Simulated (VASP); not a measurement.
# LiH (Fm-3m) in VASP: notebook

LiH is run at these levels: PBE, LDA; tasks: single point.

Everything below comes from runs of VASP 6.6.1. Logs are shortened: lines on timing, memory, paths and dates and some standing lists are left out, and cuts for length are marked.

### 1 The cell of the first run

It takes space group Fm-3m (No. 225, cubic). Conventional cell: a = 4.017 Å, b = 4.017 Å, c = 4.017 Å, α = 90.00°, β = 90.00°, γ = 90.00°. Li (site symmetry m-3m) has 6 H at 2.01 Å within 2.7 Å. H (site symmetry m-3m) has 6 Li at 2.01 Å within 2.7 Å.

### 2 Single point, PBE

The input, INCAR:

```
SYSTEM = LiH
  PREC = Accurate
  ENCUT = 520
  EDIFF = 1E-6
  ISMEAR = 0
  SIGMA = 0.27211386245988
  LREAL = .FALSE.
  LASPH = .TRUE.
  NELM = 100
  ALGO = Normal
  ISIF = 2
  LWAVE = .FALSE.
  LCHARG = .FALSE.
  GGA = PE
  NBANDS = 9
```

The input, KPOINTS:

```
regular mesh
0
G
  10 10 10
  0 0 0
```

The input, POSCAR:

```
LiH
1.0
    0.0000000000      2.0086193919      2.0086193919
    2.0086193919      0.0000000000      2.0086193919
    2.0086193919      2.0086193919      0.0000000000
Li H
1 1
Direct
    0.0000000000      0.0000000000      0.0000000000
    0.5000000000      0.5000000000      0.5000000000
```

Potentials or basis: VASP PAW PBE potentials, release 64 (Li_sv, H).

Run with:

```
cat potpaw_PBE.64/Li_sv/POTCAR potpaw_PBE.64/H/POTCAR > POTCAR
mpirun -np 1 vasp_std > vasp.out
```

OUTCAR:

```text
SYSTEM = LiH
   PREC = Accurate
   ENCUT = 520
   EDIFF = 1E-6
   ISMEAR = 0
   LREAL = .FALSE.
   LASPH = .TRUE.
   NELM = 100
   ISIF = 2
   GGA = PE

 ion  position               nearest neighbor table
   1  0.000  0.000  0.000-
   2  0.500  0.500  0.500-

  LATTYP: Found a face centered cubic cell.
 ALAT       =     4.0172387838

  Lattice vectors:

 A1 = (   0.0000000000,   2.0086193919,   2.0086193919)
 A2 = (   2.0086193919,   0.0000000000,   2.0086193919)
 A3 = (   2.0086193919,   2.0086193919,   0.0000000000)

Analysis of symmetry for initial positions (statically):
=====================================================================
 Subroutine PRICEL returns:
 Original cell was already a primitive cell.

 Routine SETGRP: Setting up the symmetry group for a
 face centered cubic supercell.

 Subroutine GETGRP returns: Found 48 space group operations
 (whereof 48 operations were pure point group operations)
 out of a pool of 48 trial point group operations.

The static configuration has the point symmetry O_h .

Analysis of symmetry for dynamics (positions and initial velocities):
=====================================================================
 Subroutine PRICEL returns:
 Original cell was already a primitive cell.

 Routine SETGRP: Setting up the symmetry group for a
 face centered cubic supercell.

 Subroutine GETGRP returns: Found 48 space group operations
 (whereof 48 operations were pure point group operations)
 out of a pool of 48 trial point group operations.

The dynamic configuration has the point symmetry O_h .

 Subroutine INISYM returns: Found 48 space group operations
 (whereof 48 operations are pure point group operations),
 and found     1 'primitive' translations

----------------------------------------------------------------------------------------

                                     Primitive cell

  volume of cell :      16.2078

  direct lattice vectors                    reciprocal lattice vectors
     0.000000000  2.008619392  2.008619392    -0.248927199  0.248927199  0.248927199
     2.008619392  0.000000000  2.008619392     0.248927199 -0.248927199  0.248927199
     2.008619392  2.008619392  0.000000000     0.248927199  0.248927199 -0.248927199

  length of vectors
     2.840616786  2.840616786  2.840616786     0.431154557  0.431154557  0.431154557

  position of ions in fractional coordinates (direct lattice)
     0.000000000  0.000000000  0.000000000
     0.500000000  0.500000000  0.500000000

  ion indices of the primitive-cell ions
   primitive index   ion index
                 1           1
                 2           2

----------------------------------------------------------------------------------------

 KPOINTS: regular mesh

Automatic generation of k-mesh.
 Grid dimensions read from file:
 generate k-points for:   10   10   10

 Generating k-lattice:

  Cartesian coordinates                     Fractional coordinates (reciprocal lattice)
    -0.024892720  0.024892720  0.024892720     0.100000000  0.000000000  0.000000000
     0.024892720 -0.024892720  0.024892720     0.000000000  0.100000000  0.000000000
     0.024892720  0.024892720 -0.024892720     0.000000000  0.000000000  0.100000000

  Length of vectors
     0.043115456  0.043115456  0.043115456

  Shift w.r.t. Gamma in fractional coordinates (k-lattice)
     0.000000000  0.000000000  0.000000000

 Subroutine IBZKPT returns following result:
 ===========================================

 Found     47 irreducible k-points:

 Following reciprocal coordinates:
            Coordinates               Weight
  0.000000  0.000000  0.000000      1.000000
  0.100000  0.000000  0.000000      8.000000
  0.200000  0.000000  0.000000      8.000000
  0.300000  0.000000  0.000000      8.000000
  0.400000  0.000000  0.000000      8.000000
  0.500000  0.000000  0.000000      4.000000
[... 16 lines left out ...]
  0.300000  0.300000  0.000000      6.000000
  0.400000  0.300000  0.000000     24.000000
 [... further k-points ...]
   k-points           NKPTS =     47   k-points in BZ     NKDIM =     47   number of bands    NBANDS=      9
   number of dos      NEDOS =    301   number of ions     NIONS =      2
   total plane-waves  NPLWV =  13824
   dimension x,y,z NGX =    24 NGY =   24 NGZ =   24
   dimension x,y,z NGXF=    48 NGYF=   48 NGZF=   48
   ions per type =               1   1
   NGX,Y,Z   is equivalent  to a cutoff of  14.05, 14.05, 14.05 a.u.
   NGXF,Y,Z  is equivalent  to a cutoff of  28.09, 28.09, 28.09 a.u.
 SYSTEM =  LiH
   PREC   = accura    normal or accurate (medium, high low for compatibility)
   ISTART =      0    job   : 0-new  1-cont  2-samecut
   ICHARG =      2    charge: 1-file 2-atom 10-const
   ISPIN  =      1    spin polarized calculation?
   LNONCOLLINEAR =      F non collinear calculations
   LSORBIT =      F    spin-orbit coupling
   LASPH  =      T    aspherical Exc in radial PAW
   ENCUT  =  520.0 eV  38.22 Ry    6.18 a.u.   5.28  5.28  5.28*2*pi/ulx,y,z
   NELM   =    100;   NELMIN=  2; NELMDL= -5     # of ELM steps
   EDIFF  = 0.1E-05   stopping-criterion for ELM
   LREAL  =      F    real-space projection
   EDIFFG = 0.1E-04   stopping-criterion for IOM
   NSW    =      0    number of steps for IOM
   IBRION =     -1    ionic relax: 0-MD 1-quasi-New 2-CG
   NFREE  =      0    steps in history (QN), initial steepest desc. (CG)
   ISIF   =      2    stress and relaxation
   ISYM   =      2    0-nonsym 1-usesym 2-fastsym
   POTIM  = 0.5000    time-step for ionic-motion
   TEBEG  =    0.0;   TEEND  =   0.0 temperature during run
   PSTRESS=    0.0 pullay stress
   NELECT =       4.0000    total number of electrons
   NUPDOWN=      -1.0000    fix difference up-down
   EMIN   =  10.00;   EMAX   =-10.00  energy-range for DOS
   EFERMI =   0.00;   METHOD = LEGACY
   ISMEAR =     0;   SIGMA  =   0.27  broadening in eV -4-tet -1-fermi 0-gaus
   EFERMI_NEDOS =   21; number of points for ismear=-14 and -15
   IALGO  =     38    algorithm
   IMIX   =      4    mixing-type and parameters
     AMIX     =   0.40;   BMIX     =  1.00
     AMIX_MAG =   1.60;   BMIX_MAG =  1.00
  volume/ion in A,a.u.               =       8.10        54.69
  Fermi-wavevector in a.u.,A,eV,Ry     =   1.026882  1.940525 14.347160  1.054486
  Thomas-Fermi vector in A             =   2.160798
   LORBIT       =      0    0 simple, 1 ext, 2 COOP (PROOUT), +10 PAW based schemes
   GGA     = PE    functional components
   LHFCALC =     F    Hartree Fock is set to
   AEXX    =    0.0000 exact exchange contribution
   IVDW    =     0    specifies the selected vdW correction
   LEPSILON=     F    determine dielectric tensor
   LRPA    =     F    only Hartree local field effects (RPA)
 non-spin polarized calculation
 Gauss-broadening in eV      SIGMA  =   0.27
  energy-cutoff  :      520.00
  volume of cell :       16.21
 maximum number of plane-waves:       448
 NGX is ok and might be reduce to    24
   NGX = 11   NGY = 11   NGZ = 11

 number of electron       3.9999995 magnetization

 Free energy of the ion-electron system (eV)
  ---------------------------------------------------
  ext. energy  EPLUGINS =         0.00000000
  ---------------------------------------------------
  free energy    TOTEN  =        -6.12698294 eV

  energy without entropy =       -6.12698294  energy(sigma->0) =       -6.12698294

 E-fermi :   1.3134     XC(G=0):  -8.4907

 val. band max:        0.0609757645   @ k =   0.5000   0.5000   0.0000
 cond. band min:       3.0448860000   @ k =   0.5000   0.5000   0.0000
 fundamental gap:      2.9839102355
 Fermi energy:         1.3134105999

 k-point     1 :       0.0000    0.0000    0.0000
  band No.  band energies     occupation
      1     -44.2359      2.00000
      2      -5.3474      2.00000
      3      16.0737      0.00000
      4      17.8857      0.00000
      5      17.8857      0.00000
      6      17.8857      0.00000
      7      22.5891      0.00000
      8      22.5891      0.00000
      9      22.5891      0.00000

 k-point     2 :       0.1000    0.0000    0.0000
  band No.  band energies     occupation
      1     -44.2317      2.00000
      2      -5.1710      2.00000
      3      14.6147      0.00000
      4      16.8867      0.00000
      5      17.4995      0.00000
      6      17.4995      0.00000
      7      22.0208      0.00000
      8      23.4244      0.00000
      9      23.4244      0.00000

 k-point     3 :       0.2000    0.0000    0.0000
  band No.  band energies     occupation
      1     -44.2205      2.00000
      2      -4.6556      2.00000
      3      11.3837      0.00000
      4      15.6187      0.00000
      5      16.8761      0.00000
      6      16.8761      0.00000
      7      22.8573      0.00000
      8      23.2140      0.00000
      9      23.2140      0.00000

 k-point     4 :       0.3000    0.0000    0.0000
  band No.  band energies     occupation
      1     -44.2064      2.00000
      2      -3.8609      2.00000
      3       8.2527      0.00000
      4      14.5795      0.00000
      5      16.4983      0.00000
      6      16.4983      0.00000
      7      21.1544      0.00000
      8      21.1544      0.00000
      9      24.4004      0.00000
[... 205 lines left out ...]
 k-point    22 :      -0.2000    0.2000    0.0000
  band No.  band energies     occupation
      1     -44.2017      2.00000
      2      -3.5252      2.00000
      3       9.5652      0.00000
      4       9.6889      0.00000
      5      16.0239      0.00000
      6      17.0272      0.00000
      7      21.7865      0.00000
      8      23.8947      0.00000
      9      25.5670      0.00000

 k-point    23 :       0.3000    0.3000    0.0000
  band No.  band energies     occupation
      1     -44.1972      2.00000
      2      -3.1285      2.00000
      3       8.6066      0.00000
      4      12.2642      0.00000
      5      12.2642      0.00000
      6      15.4841      0.00000
      7      17.4293      0.00000
      8      28.4746      0.00000
      9      30.9566      0.00000

 k-point    24 :       0.4000    0.3000    0.0000
  band No.  band energies     occupation
      1     -44.1884      2.00000
      2      -2.2404      2.00000
      3       6.7307      0.00000
      4      10.5055      0.00000
      5      11.8254      0.00000
      6      16.2358      0.00000
      7      17.5437      0.00000
      8      29.5116      0.00000
      9      29.9822      0.00000

 [... further k-points ...]

------------------------ aborting loop because EDIFF is reached ----------------------------------------

  FORCE on cell =-STRESS in cart. coord.  units (eV):
  Direction    XX          YY          ZZ          XY          YZ          ZX
  --------------------------------------------------------------------------------------
  -------------------------------------------------------------------------------------
  Total       -0.0523959     -0.0523959     -0.0523959      0.0000000      0.0000000     -0.0000000
  in kB       -5.1794694     -5.1794694     -5.1794694      0.0000000      0.0000000     -0.0000000
  external PRESSURE =      -5.1794694 kB  Pullay stress =       0.0000000 kB

 VOLUME and BASIS-vectors are now :
 -----------------------------------------------------------------------------
  energy-cutoff  :      520.00
  volume of cell :       16.21
      direct lattice vectors                 reciprocal lattice vectors
     0.000000000  2.008619392  2.008619392    -0.248927199  0.248927199  0.248927199
     2.008619392  0.000000000  2.008619392     0.248927199 -0.248927199  0.248927199
     2.008619392  2.008619392  0.000000000     0.248927199  0.248927199 -0.248927199

 POSITION                                       TOTAL-FORCE (eV/Angst)
 -----------------------------------------------------------------------------------
      0.00000      0.00000      0.00000        -0.000000     -0.000000     -0.000000
      2.00862      2.00862      2.00862         0.000000      0.000000      0.000000
 -----------------------------------------------------------------------------------
    total drift:                                0.000000     -0.000000     -0.000000

  FREE ENERGIE OF THE ION-ELECTRON SYSTEM (eV)
  ---------------------------------------------------
  free  energy   TOTEN  =        -6.1269829399 eV

  energy  without entropy=       -6.1269829399  energy(sigma->0) =       -6.12698294
```

Wall time 4.4 s (1 thread of AMD EPYC 9R45 (Zen 5), shared host); peak memory 0.1 GiB.

What came out:

```yaml
Free_energy: -6.1270 eV
Band_gap_on_the_k_mesh: 2.98 eV, direct
```

Caveat: the cutoff is under 1.25 times the usual one of these potentials, so pressure, stress and relaxed cells hold a basis-set (Pulay) error. A k mesh can miss the band edges.

### 3 Single point, LDA

The input, INCAR:

```
SYSTEM = LiH
ALGO = Normal ; EDIFF = 1E-6
ENCUT = 520 ; GGA = CA
ISIF = 2 ; ISMEAR = 0
LASPH = .TRUE. ; LCHARG = .FALSE.
LREAL = .FALSE. ; LWAVE = .FALSE.
NBANDS = 9 ; NELM = 100
PREC = Accurate ; SIGMA = 0.1
```

The input, KPOINTS:

```
k-points
0
G
  10 10 10
  0 0 0
```

POSCAR is that of step 2.

Potentials or basis: VASP PAW LDA potentials, release 64 (Li_sv, H).

Run with:

```
cat potpaw_LDA.64/Li_sv/POTCAR potpaw_LDA.64/H/POTCAR > POTCAR
mpirun -np 1 vasp_std > vasp.out
```

OUTCAR:

```text
SYSTEM = LiH
   EDIFF = 1E-6
   ENCUT = 520
   GGA = CA
   ISIF = 2
   ISMEAR = 0
   LASPH = .TRUE.
   LREAL = .FALSE.
   NELM = 100
   PREC = Accurate

 ion  position               nearest neighbor table
   1  0.000  0.000  0.000-
   2  0.500  0.500  0.500-

  LATTYP: Found a face centered cubic cell.
 ALAT       =     4.0172387838

  Lattice vectors:

 A1 = (   0.0000000000,   2.0086193919,   2.0086193919)
 A2 = (   2.0086193919,   0.0000000000,   2.0086193919)
 A3 = (   2.0086193919,   2.0086193919,   0.0000000000)

Analysis of symmetry for initial positions (statically):
=====================================================================
 Subroutine PRICEL returns:
 Original cell was already a primitive cell.

 Routine SETGRP: Setting up the symmetry group for a
 face centered cubic supercell.

 Subroutine GETGRP returns: Found 48 space group operations
 (whereof 48 operations were pure point group operations)
 out of a pool of 48 trial point group operations.

The static configuration has the point symmetry O_h .

Analysis of symmetry for dynamics (positions and initial velocities):
=====================================================================
 Subroutine PRICEL returns:
 Original cell was already a primitive cell.

 Routine SETGRP: Setting up the symmetry group for a
 face centered cubic supercell.

 Subroutine GETGRP returns: Found 48 space group operations
 (whereof 48 operations were pure point group operations)
 out of a pool of 48 trial point group operations.

The dynamic configuration has the point symmetry O_h .

 Subroutine INISYM returns: Found 48 space group operations
 (whereof 48 operations are pure point group operations),
 and found     1 'primitive' translations

----------------------------------------------------------------------------------------

                                     Primitive cell
[... 114 lines left out ...]
  Thomas-Fermi vector in A             =   2.160798
   LORBIT       =      0    0 simple, 1 ext, 2 COOP (PROOUT), +10 PAW based schemes
   GGA     = CA    functional components
   LHFCALC =     F    Hartree Fock is set to
   AEXX    =    0.0000 exact exchange contribution
   IVDW    =     0    specifies the selected vdW correction
   LEPSILON=     F    determine dielectric tensor
   LRPA    =     F    only Hartree local field effects (RPA)
 non-spin polarized calculation
 Gauss-broadening in eV      SIGMA  =   0.10
  energy-cutoff  :      520.00
  volume of cell :       16.21
 maximum number of plane-waves:       448
 NGX is ok and might be reduce to    24
   NGX = 11   NGY = 11   NGZ = 11

 number of electron       3.9999995 magnetization

 Free energy of the ion-electron system (eV)
  ---------------------------------------------------
  ext. energy  EPLUGINS =         0.00000000
  ---------------------------------------------------
  free energy    TOTEN  =        -6.48438595 eV

  energy without entropy =       -6.48438595  energy(sigma->0) =       -6.48438595

 E-fermi :   0.7616     XC(G=0):  -8.7852

 val. band max:        0.1744313742   @ k =   0.5000   0.5000   0.0000
 cond. band min:       2.7864401041   @ k =   0.5000   0.5000   0.0000
 fundamental gap:      2.6120087299
 Fermi energy:         0.7616440455

 k-point     1 :       0.0000    0.0000    0.0000
  band No.  band energies     occupation
      1     -43.2983      2.00000
      2      -5.3582      2.00000
      3      16.2205      0.00000
      4      17.5116      0.00000
      5      17.5116      0.00000
      6      17.5116      0.00000
      7      22.3332      0.00000
      8      22.3332      0.00000
      9      22.3332      0.00000
[... 265 lines left out ...]
 k-point    24 :       0.4000    0.3000    0.0000
  band No.  band energies     occupation
      1     -43.2445      2.00000
      2      -2.2490      2.00000
      3       6.6198      0.00000
      4      10.2386      0.00000
      5      11.5139      0.00000
      6      16.0137      0.00000
      7      17.2945      0.00000
      8      29.3918      0.00000
      9      29.7247      0.00000

 [... further k-points ...]

------------------------ aborting loop because EDIFF is reached ----------------------------------------

  FORCE on cell =-STRESS in cart. coord.  units (eV):
  Direction    XX          YY          ZZ          XY          YZ          ZX
  --------------------------------------------------------------------------------------
  -------------------------------------------------------------------------------------
  Total       -0.3127429     -0.3127429     -0.3127429     -0.0000000     -0.0000000      0.0000000
  in kB      -30.9154169    -30.9154169    -30.9154169     -0.0000000     -0.0000000      0.0000000
  external PRESSURE =     -30.9154169 kB  Pullay stress =       0.0000000 kB

 VOLUME and BASIS-vectors are now :
 -----------------------------------------------------------------------------
  energy-cutoff  :      520.00
  volume of cell :       16.21
      direct lattice vectors                 reciprocal lattice vectors
     0.000000000  2.008619392  2.008619392    -0.248927199  0.248927199  0.248927199
     2.008619392  0.000000000  2.008619392     0.248927199 -0.248927199  0.248927199
     2.008619392  2.008619392  0.000000000     0.248927199  0.248927199 -0.248927199

 POSITION                                       TOTAL-FORCE (eV/Angst)
 -----------------------------------------------------------------------------------
      0.00000      0.00000      0.00000        -0.000000     -0.000000     -0.000000
      2.00862      2.00862      2.00862         0.000000      0.000000      0.000000
 -----------------------------------------------------------------------------------
    total drift:                                0.000000     -0.000000     -0.000000

  FREE ENERGIE OF THE ION-ELECTRON SYSTEM (eV)
  ---------------------------------------------------
  free  energy   TOTEN  =        -6.4843859524 eV

  energy  without entropy=       -6.4843859524  energy(sigma->0) =       -6.48438595
```

Run time: 3.9 s. Hardware: 1 thread of AMD EPYC 9R45 (Zen 5), shared host; peak memory 0.09 GiB.

Results:

- Free energy: -6.4844 eV
- Band gap on the k mesh: 2.61 eV, direct

Levels at points of the mesh, in eV from the valence-band top:
```
           k point  band 1  band 2  band 3  band 4  band 5  band 6  band 7
(0.00, 0.00, 0.00)  -43.47   -5.53   16.05   17.34   17.34   17.34   22.16
(0.50, 0.00, 0.00)  -43.42   -2.74    4.62   13.46   15.91   15.91   18.73
(0.50, 0.50, 0.00)  -43.41    0.00    2.61   10.36   10.36   13.62   16.89
```

Caveat: the cutoff is under 1.25 times the usual one of these potentials, so pressure, stress and relaxed cells hold a basis-set (Pulay) error. Expect the measured gap to be larger: semilocal functionals such as LDA lack the derivative discontinuity.
